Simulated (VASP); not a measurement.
Crystal: In3GaAs4.

```xyz
8
Lattice="5.8305 0.0000 0.0000 0.0000 5.8305 0.0000 0.0000 0.0000 5.8305" Properties=species:S:1:pos:R:3 pbc="T T T"
Ga    0.0000    0.0000    0.0000
As    1.4576    1.4576    1.4576
As    4.3729    4.3729    1.4576
As    4.3729    1.4576    4.3729
As    1.4576    4.3729    4.3729
In    2.9152    2.9152    0.0000
In    2.9152    0.0000    2.9152
In    0.0000    2.9152    2.9152
```

| Quantity | Value |
| --- | --- |
| Program | VASP 6.6.1 |
| Task | relaxation of cell and atoms |
| Functional | PBE |
| Potentials or basis | VASP PAW PBE potentials, release 64 (Ga_d, As, In_d) |
| Cutoff | 600 eV |
| k mesh | 4 × 4 × 4 |
| Occupations | fermi-dirac, width 0.02 eV |
| Spin | no spin polarisation |

At the start: pressure 9.3 GPa; volume 24.78 Å³/atom.

**Question.** How do energy, volume and symmetry change on relaxing?

**Answer.** Over 12 steps the energy falls by 116.2 meV/atom and the volume is 28.12 Å³/atom (+13.5 %); space group P-43m (No. 215, to 0.1 Å) before and after.

The path:
```tsv
step	energy change (eV)	largest force (eV/Å)	pressure (GPa)	volume (Å³)
1	0.0000	1.2790	9.31	198.20
2	-0.7224	0.2613	-3.11	242.46
3	-0.8634	0.5005	-0.44	227.84
4	-0.9056	0.3151	-0.24	226.45
5	-0.9298	0.0076	0.12	224.39
6	-0.9298	0.0187	0.11	224.46
7	-0.9299	0.0040	-0.06	225.19
8	-0.9300	0.0089	0.01	224.96
9	-0.9300	0.0075	-0.03	225.02
10	-0.9300	0.0083	-0.02	224.98
11	-0.9300	0.0085	0.00	224.97
12	-0.9300	0.0042	0.00	224.95
```

Final structure:
```
Ga As In
1.0
     6.08172    0.00000    0.00000
     0.00000    6.08172    0.00000
     0.00000    0.00000    6.08172
Ga As In
1 4 3
Cartesian
  0.0000 0.0000 0.0000
  1.4599 1.4599 1.4599
  4.6218 4.6218 1.4599
  4.6218 1.4599 4.6218
  1.4599 4.6218 4.6218
  3.0409 3.0409 0.0000
  3.0409 0.0000 3.0409
  0.0000 3.0409 3.0409
```
